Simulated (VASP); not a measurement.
**P: single point with PBE+D3(BJ)**

P, a slab with vacuum:

```
P
1.0
     3.07300    0.00000    0.00000
    -1.53650    2.66130    0.00000
     0.00000    0.00000   28.00000
P
2
Direct
  0.33333 0.66667 0.50000
  0.66667 0.33333 0.50000
```

- Program: VASP 6.6.1
- Task: single point
- Functional: PBE
- Dispersion: D3(BJ)
- Potentials or basis: VASP PAW PBE potentials, release 64 (P)
- Cutoff: 520 eV
- k mesh: 9 × 9 × 1
- Occupations: gaussian, width 0.02 eV
- Spin: no spin polarisation
- Dipole correction: yes
- Further INCAR settings: ALGO = Normal; EDIFF = 1e-07; NBANDS = 12

The band gap on the k mesh is zero (band 5 reaches -1.21 eV, above the bottom of band 6 at -3.21 eV). The dispersion energy per atom is -0.251 eV.

Levels at points of the mesh, in eV from the Fermi level:
| k point | band 1 | band 2 | band 3 | band 4 | band 5 | band 6 | band 7 | band 8 | band 9 | band 10 |
| --- | --- | --- | --- | --- | --- | --- | --- | --- | --- | --- |
| (0.00, 0.00, 0.00) | -19.66 | -8.26 | -5.78 | -5.78 | 0.27 | 0.27 | 0.95 | 2.84 | 3.15 | 3.50 |

It took 40 s on 1 thread of Intel(R) Xeon(R) Platinum 8559C (Emerald Rapids), with other jobs on the host, peak memory 0.33 GiB.
